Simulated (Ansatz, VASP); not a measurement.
HfC in VASP and in Ansatz

INCAR

```
SYSTEM = HfC
  PREC = Accurate
  ENCUT = 520
  EDIFF = 1E-6
  ISMEAR = 0
  SIGMA = 0.15
  LREAL = .FALSE.
  LASPH = .TRUE.
  NELM = 60
  ALGO = Normal
  ISIF = 2
  LWAVE = .FALSE.
  LCHARG = .FALSE.
  GGA = PE
  NBANDS = 14
```

Contents of KPOINTS:

```
Automatic mesh
0
G
  18 18 18
  0 0 0
```

The input POSCAR:

```
HfC
1.0
    0.0000000000      2.2901250000      2.2901250000
    2.2901250000      0.0000000000      2.2901250000
    2.2901250000      2.2901250000      0.0000000000
Hf C
1 1
Direct
    0.5000000000      0.5000000000      0.5000000000
    0.0000000000      0.0000000000      0.0000000000
```

Input for Ansatz:

```yaml
crystal:
  lattice:
    - [0.0, 2.290125, 2.290125]
    - [2.290125, 0.0, 2.290125]
    - [2.290125, 2.290125, 0.0]
  atoms:
    - { symbol: Hf, position: [0.5, 0.5, 0.5] }
    - { symbol: C, position: [0.0, 0.0, 0.0] }
basis:
  ecutwfc: 420
kpoints:
  mp_grid: { grid: [18, 18, 18] }
hamiltonian:
  xc: pbe
scf:
  occupations: { method: gaussian, width: 0.15 }
output:
  forces: true
  stress: true
  eigenvalues: true
```

Change from the starting cell: strain -0.015 along x and y, -0.015 along z, atoms carried along.

Alike in both runs: task single point; functional PBE; k mesh 18 × 18 × 18; occupations gaussian, width 0.15 eV; no spin polarisation.

```csv
,VASP,Ansatz
version,VASP 6.6.1,Ansatz 0.2.0
potentials or method,"VASP PAW PBE potentials, release 64 (Hf_pv, C), cutoff 520 eV","scalar-relativistic, plane waves, PAW"
valence electrons in the cell,14,30
```

Ansatz gave:

| Item | Value |
| --- | --- |
| gap on the k mesh at the Fermi level (eV) | none |
| pressure (GPa) | 11.9 |

Problem. Which values does VASP return?

Solution. gap on the k mesh at the Fermi level (eV): none; pressure (GPa): 11.4.

A gap of «none» marks a metal or a gap that the smearing closes. VASP's potentials hold 14 valence electrons a cell and Ansatz's 30, so a difference there can come from the potentials and not from the codes.

Neither program's run includes spin-orbit coupling.
